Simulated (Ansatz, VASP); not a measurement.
**One calculation of MgS, two programs**

INCAR

```
  PREC = Accurate
  ENCUT = 520
  EDIFF = 1E-6
  ISMEAR = 0
  SIGMA = 0.05
  LREAL = False
  LASPH = True
  NELM = 60
  ALGO = Normal
  ISIF = 2
  LWAVE = False
  LCHARG = False
  GGA = CA
  NBANDS = 11
```

The input KPOINTS:

```
Automatic mesh
0
Gamma
  8 8 8
```

The input POSCAR:

```
MgS
1.0
    0.0000000000      2.6016500000      2.4715675000
    2.6016500000      0.0000000000      2.4715675000
    2.6016500000      2.6016500000      0.0000000000
Mg S
1 1
Direct
    0.0000000000      0.0000000000      0.0000000000
    0.5000000000      0.5000000000      0.5000000000
```

Input for Ansatz:

```yaml
crystal:
  lattice:
    - [0.0, 2.60165, 2.4715675]
    - [2.60165, 0.0, 2.4715675]
    - [2.60165, 2.60165, 0.0]
  atoms:
    - { symbol: Mg, position: [0.0, 0.0, 0.0] }
    - { symbol: S, position: [0.5, 0.5, 0.5] }
basis:
  ecutwfc: 420
kpoints:
  mp_grid: { grid: [8, 8, 8] }
hamiltonian:
  xc: lda
scf:
  occupations: { method: gaussian, width: 0.05 }
output:
  forces: true
  stress: true
  eigenvalues: true
```

Change from the starting cell: strain +0.000 along x and y, -0.050 along z, atoms carried along.

Alike in both runs: task single point; functional LDA; k mesh 8 × 8 × 8; occupations gaussian, width 0.05 eV; no spin polarisation.

|  | VASP | Ansatz |
| --- | --- | --- |
| version | VASP 6.6.1 | Ansatz 0.2.0 |
| potentials or method | VASP PAW LDA potentials, release 64 (Mg, S), cutoff 520 eV | scalar-relativistic, plane waves, PAW |
| valence electrons in the cell | 8 | 16 |

Ansatz gave:

| Property | Result |
| --- | --- |
| gap on the k mesh at the Fermi level (eV) | 2.43 |
| least direct gap on the mesh (eV) | 3.81 |
| pressure (GPa) | 1.2 |
| traceless stress, the component that is largest in VASP (GPa) | 4.68 |

Question: What did VASP give for the same quantities?

Answer: gap on the k mesh at the Fermi level (eV): 2.43; least direct gap on the mesh (eV): 3.82; pressure (GPa): 0.6; traceless stress, the component that is largest in VASP (GPa): 4.69.

LDA's correlation is that of Perdew and Zunger in VASP and of Perdew and Wang (1992) in Ansatz. VASP's potentials hold 8 valence electrons a cell and Ansatz's 16, so a difference there can come from the potentials and not from the codes.
